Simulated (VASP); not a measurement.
Runs of VASP 6.6.1 on Hg. The structure is that of space group Im-3m (No. 229), or close to it. The cells are those of the table. 

| cell | k mesh | gap on the mesh (eV) | pressure (GPa) |
| --- | --- | --- | --- |
| a = 3.140 Å, angles 109.5°, 1 atom | 20 × 20 × 20 | none | (c) |
| a = 3.009 Å, angles 109.5°, 1 atom | 14 × 14 × 14 | none | 8.2 |
| a = 3.222 Å, angles 109.5°, 1 atom | 14 × 14 × 14 | none | (a) |
| a = 3.098 Å, angles 109.5°, 1 atom | 14 × 14 × 14 | none | 2.3 |
| a = 3.181 Å, angles 109.5°, 1 atom | 14 × 14 × 14 | none | -0.8 |
| a = 3.054 Å, angles 109.5°, 1 atom | 14 × 14 × 14 | none | (b) |
| a = 3.261 Å, angles 109.5°, 1 atom | 14 × 14 × 14 | none | -2.3 |
| a = 3.140 Å, angles 109.5°, 1 atom | 14 × 14 × 14 | none | 0.5 |

Alike in all rows: task single point; level PBEsol; potentials or basis VASP PAW PBE potentials, release 64 (Hg); no spin polarisation; cutoff (eV) 520; smearing fermi-dirac 0.1 eV.

Task: Estimate the missing entries.

Result: (a) -1.7; (b) 4.8; (c) 0.4.

Caveats: the PAW data sets were made with another functional, which shifts forces and pressure a little; spin-orbit coupling is left out, which moves the levels of the heavy elements.

A k mesh can miss the band edges, and the runs leave out spin-orbit coupling on Hg.

A gap of «none» marks levels without a gap at the run's occupations.
